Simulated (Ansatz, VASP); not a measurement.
Given: the input of a run of Ansatz 0.2.0 on KBr.

Contents of input.yaml:

```yaml
crystal:
  lattice:
    - [0.0, 3.3, 3.3]
    - [3.3, 0.0, 3.3]
    - [3.3, 3.3, 0.0]
  atoms:
    - { symbol: Br, position: [0.5, 0.5, 0.5] }
    - { symbol: K, position: [0.0, 0.0, 0.0] }
kpoints:
  mp_grid: { grid: [7, 7, 7] }
scf:
  occupations: { method: gaussian, width: 0.019 }
hamiltonian:
  xc: pbe
  pseudopotentials: { kind: all_electron, lapw: { basis_error: 0.001 } }
output:
  forces: true
  stress: true
  eigenvalues: true
```

Potentials or basis: all-electron LAPW, scalar-relativistic.

Run with:

```sh
$ ansatz run input.yaml --threads 1 --pin off --max-ram 3072MiB --backend cpu --events-out ev --progress --plain --runs-dir out
```

Task: Translate it to VASP 6.6.1. Potentials there: VASP PAW PBE potentials, release 64 (Br, K_sv).

Result: As run (the cutoff follows the program's own potentials):

INCAR

```
PREC = Accurate ; ENCUT = 500
EDIFF = 1E-6 ; ISMEAR = 0
SIGMA = 0.019000000000000003 ; LREAL = False
LASPH = True ; NELM = 120
ALGO = Normal ; ISIF = 2
LWAVE = False ; LCHARG = True
GGA = PE ; LELF = True
LVHAR = True ; NBANDS = 15
GGA_COMPAT = False
```

Contents of KPOINTS:

```
regular mesh
0
Gamma
  7 7 7
```

The input POSCAR:

```
KBr
1.0
    0.0000000000      3.3000000000      3.3000000000
    3.3000000000      0.0000000000      3.3000000000
    3.3000000000      3.3000000000      0.0000000000
Br K
1 1
Direct
    0.5000000000      0.5000000000      0.5000000000
    0.0000000000      0.0000000000      0.0000000000
```

Potentials or basis: VASP PAW PBE potentials, release 64 (Br, K_sv).

Launch:

```bash
$ cat potpaw_PBE.64/Br/POTCAR potpaw_PBE.64/K_sv/POTCAR > POTCAR
$ mpirun -np 1 vasp_std > vasp.out
```

Both were run:

|  | VASP | Ansatz | Ansatz less VASP |
| --- | --- | --- | --- |
| gap on the k mesh at the Fermi level (eV) | 4.43 | 4.44 | +0.001 |
| least direct gap on the mesh (eV) | 4.43 | 4.44 | +0.001 |
| pressure (GPa) | 0.8 | 0.7 | -0.04 |

Ansatz ran all-electron here, and VASP with PAW potentials.
